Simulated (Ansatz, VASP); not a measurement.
## TaN in VASP and in Ansatz

Contents of INCAR:

```
SYSTEM = TaN
PREC = Accurate ; ENCUT = 520
EDIFF = 1E-7 ; ISMEAR = -1
SIGMA = 0.03 ; LREAL = .FALSE.
LASPH = .TRUE. ; NELM = 80
ALGO = Normal ; ISIF = 2
LWAVE = .FALSE. ; LCHARG = .TRUE.
GGA = PE ; LELF = .TRUE.
LVHAR = .TRUE. ; NBANDS = 33
```

The input KPOINTS:

```
regular mesh
0
G
  5 5 8
  0 0 0
```

POSCAR

```
TaN
1.0
    5.2022252935      0.0000000000      0.0000000000
   -2.6011126468      4.5052592604      0.0000000000
    0.0000000000      0.0000000000      2.9176612005
Ta N
3 3
Direct
    0.0000000000      0.0000000000      0.0000000000
    0.3333333333      0.6666666667      0.5000000000
    0.6666666667      0.3333333333      0.5000000000
    0.5000000000      0.0000000000      0.0000000000
    0.5000000000      0.5000000000      0.0000000000
    0.0000000000      0.5000000000      0.0000000000
```

Input for Ansatz:

```yaml
crystal:
  lattice:
    - [5.2022252935, 0.0, 0.0]
    - [-2.6011126468, 4.5052592604, 0.0]
    - [0.0, 0.0, 2.9176612005]
  atoms:
    - { symbol: Ta, position: [0.0, 0.0, 0.0] }
    - { symbol: Ta, position: [0.3333333333, 0.6666666667, 0.5] }
    - { symbol: Ta, position: [0.6666666667, 0.3333333333, 0.5] }
    - { symbol: "N", position: [0.5, 0.0, 0.0] }
    - { symbol: "N", position: [0.5, 0.5, 0.0] }
    - { symbol: "N", position: [0.0, 0.5, 0.0] }
kpoints:
  mp_grid: { grid: [5, 5, 8] }
  band_path:
    path:
      - [0.0, 0.0, 0.0]
      - [0.5, 0.0, 0.0]
      - [0.3333333333, 0.3333333333, 0.0]
      - [0.0, 0.0, 0.0]
      - [0.0, 0.0, 0.5]
      - [0.5, 0.0, 0.5]
      - [0.3333333333, 0.3333333333, 0.5]
      - [0.0, 0.0, 0.5]
      - [0.5, 0.0, 0.5]
    npoints: 5
scf:
  occupations: { method: fermi_dirac, width: 0.03 }
hamiltonian:
  xc: pbe
  pseudopotentials: { kind: all_electron, lapw: { basis_error: 0.0005 } }
output:
  forces: true
  stress: true
  eigenvalues: true
```

Change from the starting cell: volume scaled by 1.01.

Alike in both runs: task single point; functional PBE; k mesh 5 × 5 × 8; occupations fermi-dirac, width 0.03 eV; no spin polarisation.

|  | VASP | Ansatz |
| --- | --- | --- |
| version | VASP 6.6.1 | Ansatz 0.2.0 |
| potentials or method | VASP PAW PBE potentials, release 64 (Ta_pv, N), cutoff 520 eV | all-electron LAPW, scalar-relativistic |

```tsv
	VASP	Ansatz	Ansatz less VASP
pressure (GPa)	7.8	7.1	-0.73
traceless stress, the component that is largest in VASP (GPa)	0.07	-0.15	-0.218
```

Ansatz ran all-electron here, and VASP with PAW potentials.

Neither program's run includes spin-orbit coupling.
